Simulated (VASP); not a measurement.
# H (I4/mmm) in VASP: a series of runs

The runs below take H through single point, with r2SCAN.

Program: VASP 6.6.1. These are calculated values, not measurements. Logs are shortened: lines on timing, memory, paths and dates and some standing lists are left out, and cuts for length are marked.

### 1 The cell of the first run

Symmetry: I4/mmm, No. 139, tetragonal system. Conventional cell: a = 2.180 Å, b = 2.180 Å, c = 3.080 Å, α = 90.00°, β = 90.00°, γ = 90.00°. H (site symmetry 4mm) has 1 H at 0.73 Å within 1.0 Å.

### 2 Single point, r2SCAN

POSCAR reads:

```
H
1.0
   -1.0898470660      1.0898470660      1.5402081045
    1.0898470660     -1.0898470660      1.5402081045
    1.0898470660      1.0898470660     -1.5402081045
H
2
Direct
    0.8819617410      0.8819617410      0.0000000000
    0.1180382590      0.1180382590      0.0000000000
```

INCAR.step1 reads:

```
  ALGO = Normal
  EDIFF = 1E-4
  ENCUT = 520
  GGA = PE
  ISMEAR = 0
  LASPH = True
  LCHARG = False
  LREAL = False
  LWAVE = True
  NBANDS = 8
  NELM = 60
  PREC = Accurate
  SIGMA = 0.02
```

INCAR.step2 reads:

```
  ALGO = Normal
  EDIFF = 1E-7
  ENCUT = 520
  ISIF = 2
  ISMEAR = 0
  ISTART = 1
  LASPH = True
  LCHARG = False
  LMIXTAU = True
  LREAL = False
  LWAVE = False
  METAGGA = R2SCAN
  NBANDS = 8
  NELM = 60
  PREC = Accurate
  SIGMA = 0.02
```

KPOINTS reads:

```
k-points
0
Gamma
  14 14 14
```

Potentials or basis: VASP PAW PBE potentials, release 64 (H).

Run with:

```bash
> cat potpaw_PBE.64/H/POTCAR > POTCAR
> cp INCAR.step1 INCAR
> mpirun -np 1 vasp_std > vasp.out
> cp INCAR.step2 INCAR
> mpirun -np 1 vasp_std > vasp.out
```

OUTCAR:

```text
EDIFF = 1E-7
   ENCUT = 520
   ISIF = 2
   ISMEAR = 0
   ISTART = 1
   LASPH = True
   LREAL = False
   METAGGA = R2SCAN
   NELM = 60
   PREC = Accurate

 ion  position               nearest neighbor table
   1  0.882  0.882  0.000-   2 0.73
   2  0.118  0.118  0.000-   1 0.73

  LATTYP: Found a body centered tetragonal cell.
 ALAT       =     2.1796941320
 C/A-ratio  =     1.4132332440

  Lattice vectors:

 A1 = (  -1.0898470660,   1.0898470660,   1.5402081045)
 A2 = (   1.0898470660,  -1.0898470660,   1.5402081045)
 A3 = (   1.0898470660,   1.0898470660,  -1.5402081045)

Analysis of symmetry for initial positions (statically):
=====================================================================
 Subroutine PRICEL returns:
 Original cell was already a primitive cell.

 Routine SETGRP: Setting up the symmetry group for a
 body centered tetragonal supercell.

 Subroutine GETGRP returns: Found 16 space group operations
 (whereof 16 operations were pure point group operations)
 out of a pool of 16 trial point group operations.

The static configuration has the point symmetry D_4h.

Analysis of symmetry for dynamics (positions and initial velocities):
=====================================================================
 Subroutine PRICEL returns:
 Original cell was already a primitive cell.

 Routine SETGRP: Setting up the symmetry group for a
 body centered tetragonal supercell.

 Subroutine GETGRP returns: Found 16 space group operations
 (whereof 16 operations were pure point group operations)
 out of a pool of 16 trial point group operations.

The dynamic configuration has the point symmetry D_4h.

 Subroutine INISYM returns: Found 16 space group operations
 (whereof 16 operations are pure point group operations),
 and found     1 'primitive' translations

----------------------------------------------------------------------------------------

                                     Primitive cell

  volume of cell :       7.3176

  direct lattice vectors                    reciprocal lattice vectors
    -1.089847066  1.089847066  1.540208105     0.000000000  0.458779966  0.324631456
     1.089847066 -1.089847066  1.540208105     0.458779966  0.000000000  0.324631456
     1.089847066  1.089847066 -1.540208105     0.458779966  0.458779966  0.000000000

  length of vectors
     2.178938792  2.178938792  2.178938792     0.562018362  0.562018362  0.648812850

  position of ions in fractional coordinates (direct lattice)
     0.881961741  0.881961741  0.000000000
     0.118038259  0.118038259  0.000000000

  ion indices of the primitive-cell ions
   primitive index   ion index
                 1           1
                 2           2

----------------------------------------------------------------------------------------

 KPOINTS: k-points

Automatic generation of k-mesh.
 Grid dimensions read from file:
 generate k-points for:   14   14   14

 Generating k-lattice:

  Cartesian coordinates                     Fractional coordinates (reciprocal lattice)
     0.000000000  0.032769998  0.023187961     0.071428571  0.000000000 -0.000000000
     0.032769998  0.000000000  0.023187961     0.000000000  0.071428571 -0.000000000
     0.032769998  0.032769998  0.000000000     0.000000000  0.000000000  0.071428571

  Length of vectors
     0.040144169  0.040144169  0.046343775

  Shift w.r.t. Gamma in fractional coordinates (k-lattice)
     0.000000000  0.000000000  0.000000000

 Subroutine IBZKPT returns following result:
 ===========================================

 Found    244 irreducible k-points:

 Following reciprocal coordinates:
            Coordinates               Weight
  0.000000  0.000000  0.000000      1.000000
  0.071429  0.000000  0.000000      8.000000
  0.142857  0.000000  0.000000      8.000000
  0.214286  0.000000 -0.000000      8.000000
  0.285714  0.000000 -0.000000      8.000000
  0.357143  0.000000 -0.000000      8.000000
[... 16 lines left out ...]
  0.214286  0.142857  0.000000     16.000000
  0.285714  0.142857  0.000000     16.000000
 [... further k-points ...]
   k-points           NKPTS =    244   k-points in BZ     NKDIM =    244   number of bands    NBANDS=      8
   number of dos      NEDOS =    301   number of ions     NIONS =      2
   total plane-waves  NPLWV =   4096
   dimension x,y,z NGX =    16 NGY =   16 NGZ =   16
   dimension x,y,z NGXF=    32 NGYF=   32 NGZF=   32
   ions per type =               2
   NGX,Y,Z   is equivalent  to a cutoff of  12.21, 12.21, 12.21 a.u.
   NGXF,Y,Z  is equivalent  to a cutoff of  24.41, 24.41, 24.41 a.u.
 SYSTEM =  unknown system
   PREC   = accura    normal or accurate (medium, high low for compatibility)
   ISTART =      1    job   : 0-new  1-cont  2-samecut
   ICHARG =      0    charge: 1-file 2-atom 10-const
   ISPIN  =      1    spin polarized calculation?
   LNONCOLLINEAR =      F non collinear calculations
   LSORBIT =      F    spin-orbit coupling
   LASPH  =      T    aspherical Exc in radial PAW
   ENCUT  =  520.0 eV  38.22 Ry    6.18 a.u.   4.05  4.05  4.05*2*pi/ulx,y,z
   NELM   =     60;   NELMIN=  2; NELMDL=  0     # of ELM steps
   EDIFF  = 0.1E-06   stopping-criterion for ELM
   LREAL  =      F    real-space projection
   EDIFFG = 0.1E-05   stopping-criterion for IOM
   NSW    =      0    number of steps for IOM
   IBRION =     -1    ionic relax: 0-MD 1-quasi-New 2-CG
   NFREE  =      0    steps in history (QN), initial steepest desc. (CG)
   ISIF   =      2    stress and relaxation
   ISYM   =      2    0-nonsym 1-usesym 2-fastsym
   POTIM  = 0.5000    time-step for ionic-motion
   TEBEG  =    0.0;   TEEND  =   0.0 temperature during run
   PSTRESS=    0.0 pullay stress
   NELECT =       2.0000    total number of electrons
   NUPDOWN=      -1.0000    fix difference up-down
   EMIN   =  10.00;   EMAX   =-10.00  energy-range for DOS
   EFERMI =   0.00;   METHOD = LEGACY
   ISMEAR =     0;   SIGMA  =   0.02  broadening in eV -4-tet -1-fermi 0-gaus
   EFERMI_NEDOS =   21; number of points for ismear=-14 and -15
   IALGO  =     38    algorithm
   IMIX   =      4    mixing-type and parameters
     AMIX     =   0.40;   BMIX     =  1.00
     AMIX_MAG =   1.60;   BMIX_MAG =  1.00
  volume/ion in A,a.u.               =       3.66        24.69
  Fermi-wavevector in a.u.,A,eV,Ry     =   1.062416  2.007675 15.357277  1.128728
  Thomas-Fermi vector in A             =   2.197866
   LORBIT       =      0    0 simple, 1 ext, 2 COOP (PROOUT), +10 PAW based schemes
   METAGGA = R2SCAN    functional components
   LHFCALC =     F    Hartree Fock is set to
   AEXX    =    0.0000 exact exchange contribution
   IVDW    =     0    specifies the selected vdW correction
   LEPSILON=     F    determine dielectric tensor
   LRPA    =     F    only Hartree local field effects (RPA)
 non-spin polarized calculation
 Gauss-broadening in eV      SIGMA  =   0.02
  energy-cutoff  :      520.00
  volume of cell :        7.32
 maximum number of plane-waves:       210
   NGX =  9   NGY =  9   NGZ =  9

 number of electron       2.0000000 magnetization

 Free energy of the ion-electron system (eV)
  ---------------------------------------------------
  ext. energy  EPLUGINS =         0.00000000
  ---------------------------------------------------
  free energy    TOTEN  =        -6.37070995 eV

  energy without entropy =       -6.37070995  energy(sigma->0) =       -6.37070995

 E-fermi :  -2.4182     XC(G=0):  -9.7340

 val. band max:       -2.5784945032   @ k =   0.5000   0.5000   0.5000
 cond. band min:       3.5231445493   @ k =   0.5000   0.0000  -0.0000
 fundamental gap:      6.1016390525
 Fermi energy:        -2.4181862637

 k-point     1 :       0.0000    0.0000    0.0000
  band No.  band energies     occupation
      1     -13.8542      2.00000
      2      25.3686      0.00000
      3      26.3306      0.00000
      4      38.5294      0.00000
      5      38.5294      0.00000
      6      40.2721      0.00000
      7      40.2721      0.00000
      8      43.2326      0.00000

 k-point     2 :       0.0714    0.0000    0.0000
  band No.  band energies     occupation
      1     -13.6334      2.00000
      2      23.1038      0.00000
      3      27.4386      0.00000
      4      36.0412      0.00000
      5      37.1577      0.00000
      6      40.7459      0.00000
      7      42.0372      0.00000
      8      43.2617      0.00000

 k-point     3 :       0.1429    0.0000    0.0000
  band No.  band energies     occupation
      1     -12.9776      2.00000
      2      19.5062      0.00000
      3      27.9240      0.00000
      4      32.9838      0.00000
      5      35.6018      0.00000
      6      42.0025      0.00000
      7      44.4247      0.00000
      8      44.9069      0.00000

 k-point     4 :       0.2143    0.0000   -0.0000
  band No.  band energies     occupation
      1     -11.9060      2.00000
      2      15.4205      0.00000
      3      27.8461      0.00000
      4      30.7962      0.00000
      5      34.4506      0.00000
      6      42.0550      0.00000
      7      44.2064      0.00000
      8      44.8005      0.00000

 k-point     5 :       0.2857    0.0000   -0.0000
  band No.  band energies     occupation
      1     -10.4643      2.00000
      2      11.3311      0.00000
      3      27.5972      0.00000
      4      29.3405      0.00000
      5      33.7247      0.00000
      6      40.2453      0.00000
      7      41.9365      0.00000
      8      42.5184      0.00000

 k-point     6 :       0.3571    0.0000   -0.0000
  band No.  band energies     occupation
      1      -8.7666      2.00000
      2       7.6174      0.00000
      3      27.3803      0.00000
      4      28.4260      0.00000
      5      33.3851      0.00000
      6      38.5717      0.00000
      7      39.9092      0.00000
      8      40.7269      0.00000

 k-point     7 :       0.4286    0.0000   -0.0000
  band No.  band energies     occupation
      1      -7.1270      2.00000
      2       4.7286      0.00000
      3      27.2581      0.00000
      4      27.9246      0.00000
      5      33.3246      0.00000
      6      37.4848      0.00000
      7      38.5181      0.00000
      8      39.6148      0.00000
[... 133 lines left out ...]
 k-point    20 :      -0.1429    0.0714    0.0000
  band No.  band energies     occupation
      1     -13.0576      2.00000
      2      21.2124      0.00000
      3      25.4120      0.00000
      4      33.0347      0.00000
      5      37.7032      0.00000
      6      39.8781      0.00000
      7      43.6591      0.00000
      8      44.5273      0.00000

 k-point    21 :      -0.0714    0.0714    0.0000
  band No.  band energies     occupation
      1     -13.5640      2.00000
      2      24.4453      0.00000
      3      25.0113      0.00000
      4      36.0709      0.00000
      5      37.2984      0.00000
      6      40.3026      0.00000
      7      41.6999      0.00000
      8      46.2590      0.00000

 k-point    22 :       0.1429    0.1429    0.0000
  band No.  band energies     occupation
      1     -11.5332      2.00000
      2      14.9797      0.00000
      3      25.2647      0.00000
      4      30.4152      0.00000
      5      36.0847      0.00000
      6      41.8588      0.00000
      7      42.3604      0.00000
      8      43.6121      0.00000

 k-point    23 :       0.2143    0.1429    0.0000
  band No.  band energies     occupation
      1     -10.2216      2.00000
      2      12.0384      0.00000
      3      22.6337      0.00000
      4      29.9302      0.00000
      5      34.9262      0.00000
      6      40.2147      0.00000
      7      41.1222      0.00000
      8      45.9907      0.00000

 k-point    24 :       0.2857    0.1429    0.0000
  band No.  band energies     occupation
      1      -8.6188      2.00000
      2       8.8736      0.00000
      3      21.1748      0.00000
      4      28.8172      0.00000
      5      33.2842      0.00000
      6      39.3555      0.00000
      7      40.5125      0.00000
      8      49.6904      0.00000

 [... further k-points ...]

------------------------ aborting loop because EDIFF is reached ----------------------------------------

  FORCE on cell =-STRESS in cart. coord.  units (eV):
  Direction    XX          YY          ZZ          XY          YZ          ZX
  --------------------------------------------------------------------------------------
  -------------------------------------------------------------------------------------
  Total        1.3458917      1.3458917      1.3537196      0.0000000      0.0000000      0.0000000
  in kB      294.6796700    294.6796700    296.3935773      0.0000000      0.0000000      0.0000000
  external PRESSURE =     295.2509725 kB  Pullay stress =       0.0000000 kB

 VOLUME and BASIS-vectors are now :
 -----------------------------------------------------------------------------
  energy-cutoff  :      520.00
  volume of cell :        7.32
      direct lattice vectors                 reciprocal lattice vectors
    -1.089847066  1.089847066  1.540208105     0.000000000  0.458779966  0.324631456
     1.089847066 -1.089847066  1.540208105     0.458779966  0.000000000  0.324631456
     1.089847066  1.089847066 -1.540208105     0.458779966  0.458779966  0.000000000

 POSITION                                       TOTAL-FORCE (eV/Angst)
 -----------------------------------------------------------------------------------
      0.00000      0.00000      2.71681         0.000000      0.000000     -0.022068
      0.00000      0.00000      0.36361        -0.000000     -0.000000      0.022068
 -----------------------------------------------------------------------------------
    total drift:                               -0.000000      0.000000     -0.000000

  FREE ENERGIE OF THE ION-ELECTRON SYSTEM (eV)
  ---------------------------------------------------
  free  energy   TOTEN  =        -6.3707099521 eV

  energy  without entropy=       -6.3707099521  energy(sigma->0) =       -6.37070995
```

Run time: 15 s. Hardware: 1 thread of Intel Xeon 6975P-C (Granite Rapids), shared host; peak memory 0.11 GiB.

What came out:

- Free energy: -6.3707 eV
- Pressure: 29.5 GPa
- Largest force: 0.022 eV/Å
- Band gap on the k mesh: 6.10 eV (least direct gap 6.61 eV)

Forces in eV/Å, atoms in the order of the input:
```
H    0.000  0.000 -0.022
H    0.000  0.000  0.022
```

Stress tensor (GPa, compression positive):
```
29.47  0.00  0.00
 0.00 29.47  0.00
 0.00  0.00 29.64
```

Caveat: the cell stands under pressure; the PAW data sets were made with another functional, which shifts forces and pressure a little.

### 3 Single point, r2SCAN

This run uses another cell than the first one, of 4.56 Å³/atom.

POSCAR reads:

```
H
1.0
   -1.1760526651      1.1760526651      1.6501413636
    1.1760526651     -1.1760526651      1.6501413636
    1.1760526651      1.1760526651     -1.6501413636
H
2
Direct
    0.8889876399      0.8889876399      0.0000000000
    0.1110123601      0.1110123601      0.0000000000
```

INCAR.step1 reads:

```
PREC     = Accurate       # precision mode
ENCUT    = 520            # plane-wave cutoff, eV
ISMEAR   = 0              # smearing method
SIGMA    = 0.02           # smearing width, eV
LREAL    = False          # projectors in reciprocal space
LASPH    = True           # aspherical terms in the spheres
NELM     = 60             # most SCF steps
NBANDS   = 8              # bands
GGA      = PE             # functional
ALGO     = Normal         # electronic algorithm
EDIFF    = 1E-4           # SCF threshold, eV
LWAVE    = True           # write WAVECAR
LCHARG   = False          # write CHGCAR
```

INCAR.step2 reads:

```
PREC     = Accurate       # precision mode
ENCUT    = 520            # plane-wave cutoff, eV
EDIFF    = 1E-6           # SCF threshold, eV
ISMEAR   = 0              # smearing method
SIGMA    = 0.02           # smearing width, eV
LREAL    = False          # projectors in reciprocal space
LASPH    = True           # aspherical terms in the spheres
NELM     = 60             # most SCF steps
ALGO     = Normal         # electronic algorithm
ISIF     = 2              # what is computed and relaxed
LWAVE    = False          # write WAVECAR
LCHARG   = True           # write CHGCAR
METAGGA  = R2SCAN         # meta-GGA
LMIXTAU  = True         
LELF     = True           # ELF
LVHAR    = True         
NBANDS   = 8              # bands
ISTART   = 1
```

KPOINTS reads:

```
Automatic mesh
0
Gamma
  14 14 14
```

Potentials or basis: VASP PAW PBE potentials, release 64 (H).

Run with:

```bash
> cat potpaw_PBE.64/H/POTCAR > POTCAR
> cp INCAR.step1 INCAR
> mpirun -np 1 vasp_std > vasp.out
> cp INCAR.step2 INCAR
> mpirun -np 1 vasp_std > vasp.out
```

Run time: 31 s. Hardware: 1 thread of Intel Xeon 6975P-C (Granite Rapids), shared host; peak memory 0.12 GiB.

It converged, with:

```
Free energy            : -6.6145 eV
Pressure               : 14.6 GPa
Largest force          : 0.016 eV/Å
Band gap on the k mesh : 7.14 eV (least direct gap 7.61 eV)
```

Forces on the atoms (eV/Å):
```
H    0.000  0.000 -0.016
H    0.000  0.000  0.016
```

Stress tensor (GPa, compression positive):
```
14.54  0.00  0.00
 0.00 14.54  0.00
 0.00  0.00 14.64
```

Levels at points of the mesh, in eV from the valence-band top:
| k point | band 1 | band 2 | band 3 | band 4 |
| --- | --- | --- | --- | --- |
| (0.00, 0.00, 0.00) | -8.74 | 24.95 | 25.34 | 36.87 |
| (0.50, 0.00, 0.00) | -2.86 | 7.14 | 27.11 | 27.17 |
| (0.50, 0.50, 0.00) | -1.29 | 11.57 | 17.49 | 22.20 |
| (0.50, 0.50, 0.50) | 0.00 | 7.61 | 19.66 | 23.86 |

Caveat: the cell stands under pressure; the PAW data sets were made with another functional, which shifts forces and pressure a little.
